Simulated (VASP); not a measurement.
Set up this calculation in VASP 6.6.1, as the native input.

| Property | Result |
| --- | --- |
| Task | relaxation of cell and atoms |
| Functional | PBE |
| Potentials or basis | VASP PAW PBE potentials, release 64 (Br) |
| Cutoff | 600 eV |
| k mesh | 13 × 13 × 13 |
| Occupations | fermi-dirac, width 0.02 eV |
| Spin | no spin polarisation |
| Dipole correction | no |
| Further INCAR settings | ALGO = Normal; EDIFF = 1e-06; IBRION = 2; EDIFFG = -0.02; NSW = 60; ISIF = 3 |

The structure of Br lies in POSCAR:

```
Br
1.0
    3.0600000000      0.0000000000      0.0000000000
    0.0000000000      3.0600000000      0.0000000000
    0.0000000000      0.0000000000      3.0600000000
Br
1
Direct
    0.0000000000      0.0000000000      0.0000000000
```

These files were run (other wordings do the same):

INCAR

```
  ALGO = Normal
  EDIFF = 1E-6
  EDIFFG = -0.02
  ENCUT = 600
  GGA = PE
  IBRION = 2
  ISIF = 3
  ISMEAR = -1
  LASPH = True
  LCHARG = False
  LREAL = False
  LWAVE = False
  NELM = 80
  NSW = 60
  PREC = Accurate
  SIGMA = 0.02
```

KPOINTS

```
k-points
0
Gamma
  13 13 13
```

Potentials or basis: VASP PAW PBE potentials, release 64 (Br).

Command:

```sh
$ cat potpaw_PBE.64/Br/POTCAR > POTCAR
$ mpirun -np 1 vasp_std > vasp.out
```

It gave:

```json
{"Relaxed volume": "29.75 Å³/atom", "Relaxed cell": "a = 3.099 Å, b = 3.099 Å, c = 3.099 Å, α = 90.00°, β = 90.00°, γ = 90.00°", "Space group after relaxing (to 0.05 Å)": "Pm-3m (No. 221)", "Energy gained by relaxing": "4.1 meV/atom", "Ionic steps": "3", "Pressure after relaxing": "0.0 GPa"}
```

Caveat: an odd number of electrons without spin polarisation forces a metal; a magnetic or distorted state may lie lower.

Run time: 10 s on 1 thread of Intel(R) Xeon(R) Platinum 8488C (Sapphire Rapids), on a shared host, peak memory 0.15 GiB.
